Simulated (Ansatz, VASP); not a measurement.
One calculation of In3Se, two programs

INCAR

```
SYSTEM = In3Se
ALGO     = Normal         ! electronic algorithm
EDIFF    = 1E-7           ! SCF threshold, eV
ENCUT    = 520            ! plane-wave cutoff, eV
GGA      = PE             ! functional
ISIF     = 2              ! what is computed and relaxed
ISMEAR   = 0              ! smearing method
LASPH    = .TRUE.         ! aspherical terms in the spheres
LCHARG   = .FALSE.        ! write CHGCAR
LREAL    = .FALSE.        ! projectors in reciprocal space
LWAVE    = .FALSE.        ! write WAVECAR
NBANDS   = 30             ! bands
NELM     = 60             ! most SCF steps
PREC     = Accurate       ! precision mode
SIGMA    = 0.1            ! smearing width, eV
```

File KPOINTS:

```
k-points
0
G
  4 4 4
  0 0 0
```

The input POSCAR:

```
In3Se
1.0
    4.8037580000      0.0000000000      0.0000000000
    0.0000000000      4.8037580000      0.0000000000
    0.0000000000      0.0000000000      4.8037580000
In Se
3 1
Direct
    0.0000000000      0.5000000000      0.5000000000
    0.5000000000      0.0000000000      0.5000000000
    0.5000000000      0.5000000000      0.0000000000
    0.0000000000      0.0000000000      0.0000000000
```

Input for Ansatz:

```yaml
crystal:
  lattice:
    - [4.803758, 0.0, 0.0]
    - [0.0, 4.803758, 0.0]
    - [0.0, 0.0, 4.803758]
  atoms:
    - { symbol: In, position: [0.0, 0.5, 0.5] }
    - { symbol: In, position: [0.5, 0.0, 0.5] }
    - { symbol: In, position: [0.5, 0.5, 0.0] }
    - { symbol: Se, position: [0.0, 0.0, 0.0] }
basis:
  ecutwfc: 420
kpoints:
  mp_grid: { grid: [4, 4, 4] }
hamiltonian:
  xc: pbe
scf:
  occupations: { method: gaussian, width: 0.1 }
output:
  forces: true
  stress: true
  eigenvalues: true
```

Alike in both runs: task single point; functional PBE; k mesh 4 × 4 × 4; occupations gaussian, width 0.1 eV; no spin polarisation.

|  | VASP | Ansatz |
| --- | --- | --- |
| version | VASP 6.6.1 | Ansatz 0.2.0 |
| potentials or method | VASP PAW PBE potentials, release 64 (In_d, Se), cutoff 520 eV | scalar-relativistic, plane waves, PAW |
| valence electrons in the cell | 45 | 55 |

Ansatz gave:

```
gap on the k mesh at the Fermi level (eV) : none
pressure (GPa)                            : -0.1
```

Problem. Estimate VASP's values.

Solution. gap on the k mesh at the Fermi level (eV): none; pressure (GPa): -0.2.

A gap of «none» marks a metal or a gap that the smearing closes. VASP's potentials hold 45 valence electrons a cell and Ansatz's 55, so a difference there can come from the potentials and not from the codes.
